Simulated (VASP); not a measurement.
Wanted: the native input for a VASP 6.6.1 run.

```
Task                   : single point
Functional             : PBE
Potentials or basis    : VASP PAW PBE potentials, release 64 (Al, Ni)
Cutoff                 : 520 eV
k mesh                 : 1 × 1 × 1
Occupations            : gaussian, width 0.1 eV
Spin                   : no spin polarisation
Dipole correction      : no
Further INCAR settings : ALGO = Fast; EDIFF = 1e-07; NBANDS = 24
```

The structure of AlNi3 lies in POSCAR:

```
AlNi3
1.0
    0.0000000000      2.8018887551      2.8018887551
    2.8018887551      0.0000000000      2.8018887551
    2.8018887551      2.8018887551      0.0000000000
Al Ni
1 3
Direct
    0.5000000000      0.5000000000      0.5000000000
    0.2500000000      0.2500000000      0.2500000000
    0.0000000000      0.0000000000      0.0000000000
    0.7500000000      0.7500000000      0.7500000000
```

These files were run (other wordings do the same):

INCAR

```
SYSTEM = AlNi3
PREC = Accurate ; ENCUT = 520
EDIFF = 1E-7 ; ISMEAR = 0
SIGMA = 0.1 ; LREAL = .False.
LASPH = .True. ; NELM = 100
ALGO = Fast ; ISIF = 2
LWAVE = .False. ; LCHARG = .True.
GGA = PE ; LELF = .True.
LVHAR = .True. ; NBANDS = 24
```

KPOINTS

```
Automatic mesh
0
Gamma
  1 1 1
  0 0 0
```

Potentials or basis: VASP PAW PBE potentials, release 64 (Al, Ni).

Launch:

```sh
$ cat potpaw_PBE.64/Al/POTCAR potpaw_PBE.64/Ni/POTCAR > POTCAR
$ mpirun -np 1 vasp_gam > vasp.out
```

It gave:

```yaml
Pressure: 11.1 GPa
Band_gap_on_the_k_mesh: zero (an odd number of electrons rules out a gap without spin polarisation)
```

Caveat: the k points lie up to 1.94 Å⁻¹ apart, too coarse for converged energies and pressures of a metal.

Wall time 19 s on 1 thread of Intel Xeon 8259CL (shared host), peak memory 0.15 GiB.
